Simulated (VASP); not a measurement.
# BaTe (Fm-3m) in VASP: further runs, part 2 of 2

VASP 6.6.1. The steps go on from the part before.

## 5. Single point, r2SCAN (volume scaled by 0.98)

Input file POSCAR:

```
BaTe
1.0
    0.0000000000      3.5078975365      3.5078975365
    3.5078975365      0.0000000000      3.5078975365
    3.5078975365      3.5078975365      0.0000000000
Ba Te
1 1
Direct
    0.5000000000      0.5000000000      0.5000000000
    0.0000000000      0.0000000000      0.0000000000
```

Input file INCAR.step1:

```
ALGO = Normal
EDIFF = 1E-4
ENCUT = 520
GGA = PE
ISMEAR = 0
LASPH = True
LCHARG = False
LREAL = False
LWAVE = True
NBANDS = 15
NELM = 60
PREC = Accurate
SIGMA = 0.05
```

Input file INCAR.step2:

```
ALGO = Normal
EDIFF = 1E-7
ENCUT = 520
ISIF = 2
ISMEAR = 0
ISTART = 1
LASPH = True
LCHARG = True
LELF = True
LMIXTAU = True
LREAL = False
LVHAR = True
LWAVE = False
METAGGA = R2SCAN
NBANDS = 15
NELM = 60
PREC = Accurate
SIGMA = 0.05
```

Input file KPOINTS:

```
k-points
0
Gamma
  6 6 6
```

Potentials or basis: VASP PAW PBE potentials, release 64 (Ba_sv, Te).

The run is started by

```
$ cat potpaw_PBE.64/Ba_sv/POTCAR potpaw_PBE.64/Te/POTCAR > POTCAR
$ cp INCAR.step1 INCAR
$ mpirun -np 1 vasp_std > vasp.out
$ cp INCAR.step2 INCAR
$ mpirun -np 1 vasp_std > vasp.out
```

OUTCAR:

```text
EDIFF = 1E-7
   ENCUT = 520
   ISIF = 2
   ISMEAR = 0
   ISTART = 1
   LASPH = True
   LREAL = False
   METAGGA = R2SCAN
   NELM = 60
   PREC = Accurate

 ion  position               nearest neighbor table
   1  0.500  0.500  0.500-   2 3.51   2 3.51   2 3.51   2 3.51   2 3.51   2 3.51
   2  0.000  0.000  0.000-   1 3.51   1 3.51   1 3.51   1 3.51   1 3.51   1 3.51

  LATTYP: Found a face centered cubic cell.
 ALAT       =     7.0157950730

  Lattice vectors:

 A1 = (   0.0000000000,   3.5078975365,   3.5078975365)
 A2 = (   3.5078975365,   0.0000000000,   3.5078975365)
 A3 = (   3.5078975365,   3.5078975365,   0.0000000000)

Analysis of symmetry for initial positions (statically):
=====================================================================
 Subroutine PRICEL returns:
 Original cell was already a primitive cell.

 Routine SETGRP: Setting up the symmetry group for a
 face centered cubic supercell.

 Subroutine GETGRP returns: Found 48 space group operations
 (whereof 48 operations were pure point group operations)
 out of a pool of 48 trial point group operations.

The static configuration has the point symmetry O_h .

Analysis of symmetry for dynamics (positions and initial velocities):
=====================================================================
 Subroutine PRICEL returns:
 Original cell was already a primitive cell.

 Routine SETGRP: Setting up the symmetry group for a
 face centered cubic supercell.

 Subroutine GETGRP returns: Found 48 space group operations
 (whereof 48 operations were pure point group operations)
 out of a pool of 48 trial point group operations.

The dynamic configuration has the point symmetry O_h .

 Subroutine INISYM returns: Found 48 space group operations
 (whereof 48 operations are pure point group operations),
 and found     1 'primitive' translations

----------------------------------------------------------------------------------------

                                     Primitive cell

  volume of cell :      86.3318

  direct lattice vectors                    reciprocal lattice vectors
     0.000000000  3.507897536  3.507897536    -0.142535520  0.142535520  0.142535520
     3.507897536  0.000000000  3.507897536     0.142535520 -0.142535520  0.142535520
     3.507897536  3.507897536  0.000000000     0.142535520  0.142535520 -0.142535520

  length of vectors
     4.960916272  4.960916272  4.960916272     0.246878763  0.246878763  0.246878763

  position of ions in fractional coordinates (direct lattice)
     0.500000000  0.500000000  0.500000000
     0.000000000  0.000000000  0.000000000

  ion indices of the primitive-cell ions
   primitive index   ion index
                 1           1
                 2           2

----------------------------------------------------------------------------------------

 KPOINTS: k-points

Automatic generation of k-mesh.
 Grid dimensions read from file:
 generate k-points for:    6    6    6

 Generating k-lattice:

  Cartesian coordinates                     Fractional coordinates (reciprocal lattice)
    -0.023755920  0.023755920  0.023755920     0.166666667  0.000000000  0.000000000
[... 31 lines left out ...]
 -0.333333  0.500000  0.166667     12.000000
   k-points           NKPTS =     16   k-points in BZ     NKDIM =     16   number of bands    NBANDS=     15
   number of dos      NEDOS =    301   number of ions     NIONS =      2
   total plane-waves  NPLWV =  64000
   dimension x,y,z NGX =    40 NGY =   40 NGZ =   40
   dimension x,y,z NGXF=    80 NGYF=   80 NGZF=   80
   ions per type =               1   1
   NGX,Y,Z   is equivalent  to a cutoff of  13.40, 13.40, 13.40 a.u.
   NGXF,Y,Z  is equivalent  to a cutoff of  26.81, 26.81, 26.81 a.u.
 SYSTEM =  unknown system
   PREC   = accura    normal or accurate (medium, high low for compatibility)
   ISTART =      1    job   : 0-new  1-cont  2-samecut
   ICHARG =      0    charge: 1-file 2-atom 10-const
   ISPIN  =      1    spin polarized calculation?
   LNONCOLLINEAR =      F non collinear calculations
   LSORBIT =      F    spin-orbit coupling
   LASPH  =      T    aspherical Exc in radial PAW
   ENCUT  =  520.0 eV  38.22 Ry    6.18 a.u.   9.22  9.22  9.22*2*pi/ulx,y,z
   NELM   =     60;   NELMIN=  2; NELMDL=  0     # of ELM steps
   EDIFF  = 0.1E-06   stopping-criterion for ELM
   LREAL  =      F    real-space projection
   EDIFFG = 0.1E-05   stopping-criterion for IOM
   NSW    =      0    number of steps for IOM
   IBRION =     -1    ionic relax: 0-MD 1-quasi-New 2-CG
   NFREE  =      0    steps in history (QN), initial steepest desc. (CG)
   ISIF   =      2    stress and relaxation
   ISYM   =      2    0-nonsym 1-usesym 2-fastsym
   POTIM  = 0.5000    time-step for ionic-motion
   TEBEG  =    0.0;   TEEND  =   0.0 temperature during run
   PSTRESS=    0.0 pullay stress
   NELECT =      16.0000    total number of electrons
   NUPDOWN=      -1.0000    fix difference up-down
   EMIN   =  10.00;   EMAX   =-10.00  energy-range for DOS
   EFERMI =   0.00;   METHOD = LEGACY
   ISMEAR =     0;   SIGMA  =   0.05  broadening in eV -4-tet -1-fermi 0-gaus
   EFERMI_NEDOS =   21; number of points for ismear=-14 and -15
   IALGO  =     38    algorithm
   IMIX   =      4    mixing-type and parameters
     AMIX     =   0.40;   BMIX     =  1.00
     AMIX_MAG =   1.60;   BMIX_MAG =  1.00
  volume/ion in A,a.u.               =      43.17       291.30
  Fermi-wavevector in a.u.,A,eV,Ry     =   0.933379  1.763830 11.853341  0.871196
  Thomas-Fermi vector in A             =   2.060074
   LORBIT       =      0    0 simple, 1 ext, 2 COOP (PROOUT), +10 PAW based schemes
   METAGGA = R2SCAN    functional components
   LHFCALC =     F    Hartree Fock is set to
   AEXX    =    0.0000 exact exchange contribution
   IVDW    =     0    specifies the selected vdW correction
   LEPSILON=     F    determine dielectric tensor
   LRPA    =     F    only Hartree local field effects (RPA)
 non-spin polarized calculation
 Gauss-broadening in eV      SIGMA  =   0.05
  energy-cutoff  :      520.00
  volume of cell :       86.33
 maximum number of plane-waves:      2357
 NGX is ok and might be reduce to    40
   NGX = 19   NGY = 19   NGZ = 19

 number of electron      15.9999999 magnetization

 Free energy of the ion-electron system (eV)
  ---------------------------------------------------
  ext. energy  EPLUGINS =         0.00000000
  ---------------------------------------------------
  free energy    TOTEN  =       -56.02114047 eV

  energy without entropy =      -56.02114047  energy(sigma->0) =      -56.02114047

 E-fermi :   2.3080     XC(G=0):  -8.6016

 val. band max:        2.0230507197   @ k =   0.0000   0.0000   0.0000
 cond. band min:       3.9108992713   @ k =   0.5000   0.5000   0.0000
 fundamental gap:      1.8878485516
 Fermi energy:         2.3079891390

 k-point     1 :       0.0000    0.0000    0.0000
  band No.  band energies     occupation
      1     -25.8047      2.00000
      2     -10.5319      2.00000
      3     -10.5319      2.00000
      4     -10.5319      2.00000
      5      -7.7768      2.00000
      6       2.0230      2.00000
      7       2.0230      2.00000
      8       2.0231      2.00000
      9       5.3694      0.00000
     10       5.3694      0.00000
     11       5.3694      0.00000
     12       5.5809      0.00000
     13       6.0487      0.00000
     14       6.0487      0.00000
[... 257 lines left out ...]
      2     -10.7058      2.00000
      3     -10.6665      2.00000
      4     -10.6447      2.00000
      5      -7.4058      2.00000
      6       0.9558      2.00000
      7       0.9569      2.00000
      8       1.2788      2.00000
      9       4.9590      0.00000
     10       7.0269      0.00000
     11       7.3026      0.00000
     12       7.9066      0.00000
     13       8.2756      0.00000
     14       9.1585      0.00000
     15      10.6936      0.00000

------------------------ aborting loop because EDIFF is reached ----------------------------------------

  FORCE on cell =-STRESS in cart. coord.  units (eV):
  Direction    XX          YY          ZZ          XY          YZ          ZX
  --------------------------------------------------------------------------------------
  -------------------------------------------------------------------------------------
  Total        0.5334899      0.5334899      0.5334899      0.0000000      0.0000000      0.0000000
  in kB        9.9007036      9.9007036      9.9007036      0.0000000      0.0000000      0.0000000
  external PRESSURE =       9.9007036 kB  Pullay stress =       0.0000000 kB

 VOLUME and BASIS-vectors are now :
 -----------------------------------------------------------------------------
  energy-cutoff  :      520.00
  volume of cell :       86.33
      direct lattice vectors                 reciprocal lattice vectors
     0.000000000  3.507897536  3.507897536    -0.142535520  0.142535520  0.142535520
     3.507897536  0.000000000  3.507897536     0.142535520 -0.142535520  0.142535520
     3.507897536  3.507897536  0.000000000     0.142535520  0.142535520 -0.142535520

 POSITION                                       TOTAL-FORCE (eV/Angst)
 -----------------------------------------------------------------------------------
      3.50790      3.50790      3.50790         0.000000      0.000000      0.000000
      0.00000      0.00000      0.00000         0.000000      0.000000      0.000000
 -----------------------------------------------------------------------------------
    total drift:                                0.000000     -0.000000      0.000000

  FREE ENERGIE OF THE ION-ELECTRON SYSTEM (eV)
  ---------------------------------------------------
  free  energy   TOTEN  =       -56.0211404713 eV

  energy  without entropy=      -56.0211404713  energy(sigma->0) =      -56.02114047
```

It took 1.8 min on 1 thread of Intel Xeon 6975P-C, shared host; peak memory 0.26 GiB.

Results:

```yaml
Free_energy: -56.0211 eV
Pressure: 1.0 GPa
Band_gap_on_the_k_mesh: 1.89 eV, indirect (least direct gap 2.28 eV)
```

Caveat: the PAW data sets were made with another functional, which shifts forces and pressure a little; spin-orbit coupling is left out, which moves the levels of the heavy elements.

## 6. Summary

```tsv
level	cell	gap on the mesh (eV)	pressure (GPa)
PBEsol	a = 4.974 Å, angles 60.0°, 2 atoms	1.46	-0.8
r2SCAN	a = 4.822 Å, angles 60.0°, 2 atoms	1.68	4.5
r2SCAN	a = 4.927 Å, angles 60.0°, 2 atoms	1.84	1.7
r2SCAN	a = 4.961 Å, angles 60.0°, 2 atoms	1.89	1.0
```

Alike in all rows: task single point; potentials or basis VASP PAW PBE potentials, release 64 (Ba_sv, Te); no spin polarisation; k mesh 6 × 6 × 6; cutoff (eV) 520; smearing gaussian 0.05 eV.

Caveats: the PAW data sets were made with another functional, which shifts forces and pressure a little; spin-orbit coupling is left out, which moves the levels of the heavy elements.

Absolute energies hang on the potentials; compare differences alone.
